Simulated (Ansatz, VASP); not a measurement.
## Ta: VASP beside Ansatz

```
CELL_PARAMETERS angstrom
-1.60174 1.60174 1.60174
1.60174 -1.60174 1.60174
1.60174 1.60174 -1.60174
ATOMIC_POSITIONS crystal
Ta 0.00000 0.00000 0.00000
```

Change from the starting cell: strain -0.030 along x and y, -0.030 along z, atoms carried along.

Alike in both runs: task single point; functional PBEsol; k mesh 20 × 20 × 20; occupations gaussian, width 0.15 eV; no spin polarisation.

```csv
,VASP,Ansatz
version,VASP 6.6.1,Ansatz 0.2.0
potentials or method,"VASP PAW PBE potentials, release 64 (Ta_pv), cutoff 520 eV","scalar-relativistic, plane waves, PAW"
valence electrons in the cell,11,13
```

```csv
,VASP,Ansatz,Ansatz less VASP
gap on the k mesh at the Fermi level (eV),none,none,-
pressure (GPa),17.7,17.3,-0.42
```

VASP's potentials were made for PBE, not for PBEsol. A gap of «none» marks a metal or a gap that the smearing closes. The functional is the same, so the differences come from potentials, cutoffs and numerics. VASP's potentials hold 11 valence electrons a cell and Ansatz's 13, so a difference there can come from the potentials and not from the codes.

Spin-orbit coupling is off throughout.
